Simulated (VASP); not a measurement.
# H (Fmmm) in VASP: further runs, part 2 of 2

VASP 6.6.1. The steps go on from the part before.

## 3. Single point, PBE (strain +0.0050 x Voigt [0, 0, 0, 0, 0, 1])

INCAR

```
SYSTEM = H
PREC = Accurate
ENCUT = 520
EDIFF = 1E-6
ISMEAR = 0
SIGMA = 0.05
LREAL = .FALSE.
LASPH = .TRUE.
NELM = 80
ALGO = Normal
ISIF = 2
LWAVE = .FALSE.
LCHARG = .TRUE.
GGA = PE
LELF = .TRUE.
LVHAR = .TRUE.
NBANDS = 8
```

KPOINTS

```
Automatic mesh
0
G
  8 8 8
  0 0 0
```

POSCAR

```
H
1.0
   -1.8502304687      1.8502304687      2.2855640979
    1.8502304687     -1.8502304687      2.2855640979
    1.8595048069      1.8595048069     -2.2855640979
H
2
Direct
    0.9178910720      0.9178910720      0.0000000000
    0.0821089280      0.0821089280      0.0000000000
```

Potentials or basis: VASP PAW PBE potentials, release 64 (H).

Started as:

```bash
> cat potpaw_PBE.64/H/POTCAR > POTCAR
> mpirun -np 1 vasp_std > vasp.out
```

OUTCAR:

```text
SYSTEM = H
   PREC = Accurate
   ENCUT = 520
   EDIFF = 1E-6
   ISMEAR = 0
   LREAL = .FALSE.
   LASPH = .TRUE.
   NELM = 80
   ISIF = 2
   GGA = PE

 ion  position               nearest neighbor table
   1  0.918  0.918  0.000-   2 0.75
   2  0.082  0.082  0.000-   1 0.75

  LATTYP: Found a face centered orthorhombic cell.
 ALAT       =     4.5711281958
 B/A-ratio  =     1.1448469219
 C/A-ratio  =     1.1505855030

  Lattice vectors:

 A1 = (   3.7097352756,   0.0092743382,   0.0000000000)
 A2 = (   1.8595048069,   1.8595048069,   2.2855640979)
 A3 = (   1.8502304687,  -1.8502304687,   2.2855640979)

Analysis of symmetry for initial positions (statically):
=====================================================================
 Subroutine PRICEL returns:
 Original cell was already a primitive cell.

 Routine SETGRP: Setting up the symmetry group for a
 face centered orthorhombic supercell.

 Subroutine GETGRP returns: Found  8 space group operations
 (whereof  8 operations were pure point group operations)
 out of a pool of  8 trial point group operations.

The static configuration has the point symmetry D_2h.

Analysis of symmetry for dynamics (positions and initial velocities):
=====================================================================
 Subroutine PRICEL returns:
 Original cell was already a primitive cell.

 Routine SETGRP: Setting up the symmetry group for a
 face centered orthorhombic supercell.

 Subroutine GETGRP returns: Found  8 space group operations
 (whereof  8 operations were pure point group operations)
 out of a pool of  8 trial point group operations.

The dynamic configuration has the point symmetry D_2h.

 Subroutine INISYM returns: Found  8 space group operations
 (whereof  8 operations are pure point group operations),
 and found     1 'primitive' translations

----------------------------------------------------------------------------------------

                                     Primitive cell

  volume of cell :      31.4540

  direct lattice vectors                    reciprocal lattice vectors
    -1.850230469  1.850230469  2.285564098    -0.000673907  0.269562698  0.218764374
     1.850230469 -1.850230469  2.285564098     0.269562698 -0.000673907  0.218764374
     1.859504807  1.859504807 -2.285564098     0.268888791  0.268888791  0.000000000

  length of vectors
     3.474263781  3.474263781  3.484152623     0.347163296  0.347163296  0.380266175

  position of ions in fractional coordinates (direct lattice)
     0.917891072  0.917891072  0.000000000
     0.082108928  0.082108928  0.000000000

  ion indices of the primitive-cell ions
   primitive index   ion index
                 1           1
                 2           2

----------------------------------------------------------------------------------------

 KPOINTS: Automatic mesh

Automatic generation of k-mesh.
 Grid dimensions read from file:
 generate k-points for:    8    8    8

 Generating k-lattice:

  Cartesian coordinates                     Fractional coordinates (reciprocal lattice)
    -0.000084238  0.033695337  0.027345547     0.125000000  0.000000000  0.000000000
     0.033695337 -0.000084238  0.027345547     0.000000000  0.125000000  0.000000000
     0.033611099  0.033611099  0.000000000     0.000000000  0.000000000  0.125000000

  Length of vectors
     0.043395412  0.043395412  0.047533272

  Shift w.r.t. Gamma in fractional coordinates (k-lattice)
     0.000000000  0.000000000  0.000000000

 Subroutine IBZKPT returns following result:
 ===========================================

 Found     95 irreducible k-points:

 Following reciprocal coordinates:
            Coordinates               Weight
  0.000000  0.000000  0.000000      1.000000
  0.125000 -0.000000  0.000000      8.000000
  0.250000 -0.000000  0.000000      8.000000
  0.375000 -0.000000  0.000000      8.000000
  0.500000 -0.000000  0.000000      4.000000
  0.125000  0.125000  0.000000      4.000000
[... 16 lines left out ...]
  0.125000 -0.000000  0.125000      8.000000
  0.250000 -0.000000  0.125000      8.000000
 [... further k-points ...]
   k-points           NKPTS =     95   k-points in BZ     NKDIM =     95   number of bands    NBANDS=      8
   number of dos      NEDOS =    301   number of ions     NIONS =      2
   total plane-waves  NPLWV =  21952
   dimension x,y,z NGX =    28 NGY =   28 NGZ =   28
   dimension x,y,z NGXF=    56 NGYF=   56 NGZF=   56
   ions per type =               2
   NGX,Y,Z   is equivalent  to a cutoff of  13.40, 13.40, 13.36 a.u.
   NGXF,Y,Z  is equivalent  to a cutoff of  26.80, 26.80, 26.72 a.u.
 SYSTEM =  H
   PREC   = accura    normal or accurate (medium, high low for compatibility)
   ISTART =      0    job   : 0-new  1-cont  2-samecut
   ICHARG =      2    charge: 1-file 2-atom 10-const
   ISPIN  =      1    spin polarized calculation?
   LNONCOLLINEAR =      F non collinear calculations
   LSORBIT =      F    spin-orbit coupling
   LASPH  =      T    aspherical Exc in radial PAW
   ENCUT  =  520.0 eV  38.22 Ry    6.18 a.u.   6.46  6.46  6.48*2*pi/ulx,y,z
   NELM   =     80;   NELMIN=  2; NELMDL= -5     # of ELM steps
   EDIFF  = 0.1E-05   stopping-criterion for ELM
   LREAL  =      F    real-space projection
   EDIFFG = 0.1E-04   stopping-criterion for IOM
   NSW    =      0    number of steps for IOM
   IBRION =     -1    ionic relax: 0-MD 1-quasi-New 2-CG
   NFREE  =      0    steps in history (QN), initial steepest desc. (CG)
   ISIF   =      2    stress and relaxation
   ISYM   =      2    0-nonsym 1-usesym 2-fastsym
   POTIM  = 0.5000    time-step for ionic-motion
   TEBEG  =    0.0;   TEEND  =   0.0 temperature during run
   PSTRESS=    0.0 pullay stress
   NELECT =       2.0000    total number of electrons
   NUPDOWN=      -1.0000    fix difference up-down
   EMIN   =  10.00;   EMAX   =-10.00  energy-range for DOS
   EFERMI =   0.00;   METHOD = LEGACY
   ISMEAR =     0;   SIGMA  =   0.05  broadening in eV -4-tet -1-fermi 0-gaus
   EFERMI_NEDOS =   21; number of points for ismear=-14 and -15
   IALGO  =     38    algorithm
   IMIX   =      4    mixing-type and parameters
     AMIX     =   0.40;   BMIX     =  1.00
     AMIX_MAG =   1.60;   BMIX_MAG =  1.00
  volume/ion in A,a.u.               =      15.73       106.13
  Fermi-wavevector in a.u.,A,eV,Ry     =   0.653420  1.234785  5.809118  0.426958
  Thomas-Fermi vector in A             =   1.723655
   LORBIT       =      0    0 simple, 1 ext, 2 COOP (PROOUT), +10 PAW based schemes
   GGA     = PE    functional components
   LHFCALC =     F    Hartree Fock is set to
   AEXX    =    0.0000 exact exchange contribution
   IVDW    =     0    specifies the selected vdW correction
   LEPSILON=     F    determine dielectric tensor
   LRPA    =     F    only Hartree local field effects (RPA)
 non-spin polarized calculation
 Gauss-broadening in eV      SIGMA  =   0.05
  energy-cutoff  :      520.00
  volume of cell :       31.45
 maximum number of plane-waves:       864
 NGX is ok and might be reduce to    28
   NGX = 13   NGY = 13   NGZ = 13

 number of electron       2.0000000 magnetization

 Free energy of the ion-electron system (eV)
  ---------------------------------------------------
  ext. energy  EPLUGINS =         0.00000000
  ---------------------------------------------------
  free energy    TOTEN  =        -6.78984998 eV

  energy without entropy =       -6.78984998  energy(sigma->0) =       -6.78984998

 E-fermi :  -8.5673     XC(G=0):  -4.6577

 val. band max:       -8.8275557272   @ k =   0.5000   0.5000   0.5000
 cond. band min:       0.4477748441   @ k =   0.5000  -0.0000   0.0000
 fundamental gap:      9.2753305713
 Fermi energy:        -8.5672501479

 k-point     1 :       0.0000    0.0000    0.0000
  band No.  band energies     occupation
      1     -10.2393      2.00000
      2       3.2984      0.00000
      3       6.8709      0.00000
      4      12.2346      0.00000
      5      12.2501      0.00000
      6      14.2225      0.00000
      7      14.2413      0.00000
      8      15.4081      0.00000
[... 243 lines left out ...]
 k-point    24 :       0.2500   -0.0000    0.1250
  band No.  band energies     occupation
      1      -9.5339      2.00000
      2       1.4283      0.00000
      3       5.8104      0.00000
      4       8.3251      0.00000
      5      10.3156      0.00000
      6      12.4890      0.00000
      7      15.1119      0.00000
      8      15.5889      0.00000

 [... further k-points ...]
[... 5 lines left out ...]
  --------------------------------------------------------------------------------------
  -------------------------------------------------------------------------------------
  Total       -0.0251043     -0.0251043     -0.0374139     -0.0001947     -0.0000000     -0.0000000
  in kB       -1.2787417     -1.2787417     -1.9057570     -0.0099179     -0.0000000     -0.0000000
  external PRESSURE =      -1.4877468 kB  Pullay stress =       0.0000000 kB

 VOLUME and BASIS-vectors are now :
 -----------------------------------------------------------------------------
  energy-cutoff  :      520.00
  volume of cell :       31.45
      direct lattice vectors                 reciprocal lattice vectors
    -1.850230469  1.850230469  2.285564098    -0.000673907  0.269562698  0.218764374
     1.850230469 -1.850230469  2.285564098     0.269562698 -0.000673907  0.218764374
     1.859504807  1.859504807 -2.285564098     0.268888791  0.268888791  0.000000000

 POSITION                                       TOTAL-FORCE (eV/Angst)
 -----------------------------------------------------------------------------------
      0.00000      0.00000      4.19580        -0.000000     -0.000000      0.008937
      0.00000      0.00000      0.37533         0.000000      0.000000     -0.008937
 -----------------------------------------------------------------------------------
    total drift:                                0.000000      0.000000     -0.000000

  FREE ENERGIE OF THE ION-ELECTRON SYSTEM (eV)
  ---------------------------------------------------
  free  energy   TOTEN  =        -6.7898499831 eV

  energy  without entropy=       -6.7898499831  energy(sigma->0) =       -6.78984998
```

Wall time 42 s (1 thread of AMD EPYC 7R43 (Zen 3), shared host); peak memory 0.11 GiB.

What came out:

- Free energy: -6.7898 eV
- Pressure: -0.1 GPa
- Largest force: 0.009 eV/Å
- Band gap on the k mesh: 9.28 eV, indirect (least direct gap 9.75 eV)

Forces on the atoms (eV/Å):
```
H    0.000  0.000  0.009
H    0.000  0.000 -0.009
```

Caveat: the cell differs from its parent crystal (strain +0.0050 x Voigt [0, 0, 0, 0, 0, 1]). A k mesh can miss the band edges.

## 4. Single point, PBE (strain +0.0175 x Voigt [0, 0, 0, 0, 0, 1])

INCAR

```
SYSTEM = H
  PREC = Accurate
  ENCUT = 520
  EDIFF = 1E-7
  ISMEAR = 0
  SIGMA = 0.05
  LREAL = .FALSE.
  LASPH = .TRUE.
  NELM = 100
  ALGO = Normal
  ISIF = 2
  LWAVE = .FALSE.
  LCHARG = .FALSE.
  GGA = PE
  NBANDS = 8
```

KPOINTS is that of step 3.

POSCAR

```
H
1.0
   -1.8386375460      1.8386375460      2.2855640979
    1.8386375460     -1.8386375460      2.2855640979
    1.8710977296      1.8710977296     -2.2855640979
H
2
Direct
    0.9178910720      0.9178910720      0.0000000000
    0.0821089280      0.0821089280      0.0000000000
```

Started as:

```bash
> cat potpaw_PBE.64/H/POTCAR > POTCAR
> mpirun -np 1 vasp_std > vasp.out
```

It took 37 s on 1 thread of AMD EPYC 7R43 (Zen 3), shared host; peak memory 0.11 GiB.

It converged, with:

```
Free energy            : -6.7898 eV
Pressure               : -0.2 GPa
Largest force          : 0.009 eV/Å
Band gap on the k mesh : 9.28 eV, indirect (least direct gap 9.75 eV)
```

Forces on the atoms (eV/Å):
```
H    0.000  0.000  0.009
H    0.000  0.000 -0.009
```

Levels at points of the mesh, in eV from the valence-band top:
| k point | band 1 | band 2 | band 3 | band 4 |
| --- | --- | --- | --- | --- |
| (0.00, 0.00, 0.00) | -1.41 | 12.13 | 15.70 | 21.04 |
| (0.50, 0.00, 0.00) | -0.47 | 9.28 | 15.47 | 17.11 |
| (0.50, 0.50, 0.00) | -0.32 | 10.84 | 13.21 | 15.09 |
| (0.00, 0.00, 0.50) | -0.37 | 10.70 | 13.38 | 15.10 |
| (0.50, 0.50, 0.50) | 0.00 | 10.13 | 14.81 | 15.21 |

Caveat: the cell differs from its parent crystal (strain +0.0175 x Voigt [0, 0, 0, 0, 0, 1]). A k mesh can miss the band edges.

## 5. Single point, PBE (strain +0.0125 x Voigt [0, 0, 0, 0, 0, 1])

INCAR

```
  PREC = Accurate
  ENCUT = 520
  EDIFF = 1E-7
  ISMEAR = 0
  SIGMA = 0.05
  LREAL = F
  LASPH = T
  NELM = 100
  ALGO = Normal
  ISIF = 2
  LWAVE = F
  LCHARG = T
  GGA = PE
  LELF = T
  LVHAR = T
  NBANDS = 8
```

KPOINTS

```
regular mesh
0
Gamma
  8 8 8
```

POSCAR

```
H
1.0
   -1.8432747151      1.8432747151      2.2855640979
    1.8432747151     -1.8432747151      2.2855640979
    1.8664605605      1.8664605605     -2.2855640979
H
2
Direct
    0.9178910720      0.9178910720      0.0000000000
    0.0821089280      0.0821089280      0.0000000000
```

Potentials or basis: VASP PAW PBE potentials, release 64 (H).

Started as:

```bash
> cat potpaw_PBE.64/H/POTCAR > POTCAR
> mpirun -np 1 vasp_std > vasp.out
```

OUTCAR:

```text
PREC = Accurate
   ENCUT = 520
   EDIFF = 1E-7
   ISMEAR = 0
   LREAL = F
   LASPH = T
   NELM = 100
   ISIF = 2
   GGA = PE

 ion  position               nearest neighbor table
   1  0.918  0.918  0.000-   2 0.75
   2  0.082  0.082  0.000-   1 0.75

  LATTYP: Found a face centered orthorhombic cell.
 ALAT       =     4.5711281958
 B/A-ratio  =     1.1405429862
 C/A-ratio  =     1.1548894388

  Lattice vectors:

 A1 = (   3.7097352756,   0.0231858454,   0.0000000000)
 A2 = (   1.8664605605,   1.8664605605,   2.2855640979)
[... 440 lines left out ...]
      2       1.4320      0.00000
      3       5.7995      0.00000
      4       8.3519      0.00000
      5      10.2781      0.00000
      6      12.4982      0.00000
      7      15.1640      0.00000
      8      15.6240      0.00000

 [... further k-points ...]
[... 5 lines left out ...]
  --------------------------------------------------------------------------------------
  -------------------------------------------------------------------------------------
  Total       -0.0255596     -0.0255596     -0.0375681     -0.0005868      0.0000000      0.0000000
  in kB       -1.3019761     -1.3019761     -1.9136742     -0.0298912      0.0000000      0.0000000
  external PRESSURE =      -1.5058755 kB  Pullay stress =       0.0000000 kB

 VOLUME and BASIS-vectors are now :
 -----------------------------------------------------------------------------
  energy-cutoff  :      520.00
  volume of cell :       31.45
      direct lattice vectors                 reciprocal lattice vectors
    -1.843274715  1.843274715  2.285564098    -0.001684822  0.269571543  0.218764374
     1.843274715 -1.843274715  2.285564098     0.269571543 -0.001684822  0.218764374
     1.866460560  1.866460560 -2.285564098     0.267886721  0.267886721  0.000000000

 POSITION                                       TOTAL-FORCE (eV/Angst)
 -----------------------------------------------------------------------------------
      0.00000      0.00000      4.19580        -0.000000     -0.000000      0.008774
      0.00000      0.00000      0.37533         0.000000      0.000000     -0.008774
 -----------------------------------------------------------------------------------
    total drift:                                0.000000      0.000000     -0.000000

  FREE ENERGIE OF THE ION-ELECTRON SYSTEM (eV)
  ---------------------------------------------------
  free  energy   TOTEN  =        -6.7898384362 eV

  energy  without entropy=       -6.7898384362  energy(sigma->0) =       -6.78983844
```

OSZICAR:

```text
N       E                     dE             d eps       ncg     rms          rms(c)
DAV:   1    -0.704324341143E+01   -0.70432E+01   -0.42636E+02  1520   0.152E+02
DAV:   2    -0.740066278570E+01   -0.35742E+00   -0.35742E+00  2048   0.106E+01
DAV:   3    -0.740116982487E+01   -0.50704E-03   -0.50704E-03  1768   0.374E-01
DAV:   4    -0.740117058157E+01   -0.75670E-06   -0.75670E-06  2272   0.146E-02
DAV:   5    -0.740117058228E+01   -0.70656E-09   -0.70666E-09  1816   0.286E-04    0.442E+00
DAV:   6    -0.698683689069E+01    0.41433E+00   -0.22381E-01  1600   0.136E+00    0.241E+00
DAV:   7    -0.678615539627E+01    0.20068E+00   -0.51154E-01  1672   0.214E+00    0.299E-01
DAV:   8    -0.679119467270E+01   -0.50393E-02   -0.92200E-03  1640   0.356E-01    0.194E-01
DAV:   9    -0.678982987880E+01    0.13648E-02   -0.35458E-03  1880   0.183E-01    0.140E-02
DAV:  10    -0.678983471257E+01   -0.48338E-05   -0.62355E-05  1816   0.454E-02    0.524E-03
DAV:  11    -0.678983897160E+01   -0.42590E-05   -0.45151E-06  1568   0.141E-02    0.380E-03
DAV:  12    -0.678983851764E+01    0.45395E-06   -0.16852E-07  2264   0.222E-03    0.793E-04
DAV:  13    -0.678983843625E+01    0.81393E-07   -0.37370E-08  1688   0.841E-04
   1 F= -.67898384E+01 E0= -.67898384E+01  d E =-.326990E-16
```

Run time: 37 s. Hardware: 1 thread of AMD EPYC 7R43 (Zen 3), shared host; peak memory 0.11 GiB.

What came out:

```yaml
Free_energy: -6.7898 eV
Pressure: -0.2 GPa
Largest_force: 0.009 eV/Å
Band_gap_on_the_k_mesh: 9.28 eV, indirect (least direct gap 9.75 eV)
```

Forces on the atoms (eV/Å):
```
H    0.000  0.000  0.009
H    0.000  0.000 -0.009
```

Levels at points of the mesh, in eV from the valence-band top:
```
           k point  band 1  band 2  band 3  band 4
(0.00, 0.00, 0.00)   -1.41   12.13   15.70   21.05
(0.50, 0.00, 0.00)   -0.47    9.28   15.48   17.11
(0.50, 0.50, 0.00)   -0.32   10.82   13.24   15.09
(0.00, 0.00, 0.50)   -0.36   10.72   13.36   15.10
(0.50, 0.50, 0.50)    0.00   10.13   14.81   15.22
```

Caveat: the cell differs from its parent crystal (strain +0.0125 x Voigt [0, 0, 0, 0, 0, 1]). A k mesh can miss the band edges.

## 6. Summary

| cell | gap on the mesh (eV) | pressure (GPa) | largest force (eV/Å) |
| --- | --- | --- | --- |
| a = 3.489, b = 3.489, c = 3.469 Å, angles 115.6, 115.6, 98.2°, 2 atoms | 9.28 | -0.1 | 0.01 |
| a = 3.474, b = 3.474, c = 3.484 Å, angles 115.6, 115.6, 97.7°, 2 atoms | 9.28 | -0.1 | 0.01 |
| a = 3.462, b = 3.462, c = 3.497 Å, angles 115.6, 115.6, 97.4°, 2 atoms | 9.28 | -0.2 | 0.01 |
| a = 3.467, b = 3.467, c = 3.492 Å, angles 115.6, 115.6, 97.5°, 2 atoms | 9.28 | -0.2 | 0.01 |

Alike in all rows: task single point; level PBE; potentials or basis VASP PAW PBE potentials, release 64 (H); no spin polarisation; k mesh 8 × 8 × 8; cutoff (eV) 520; smearing gaussian 0.05 eV.

Absolute energies hang on the potentials; compare differences alone.
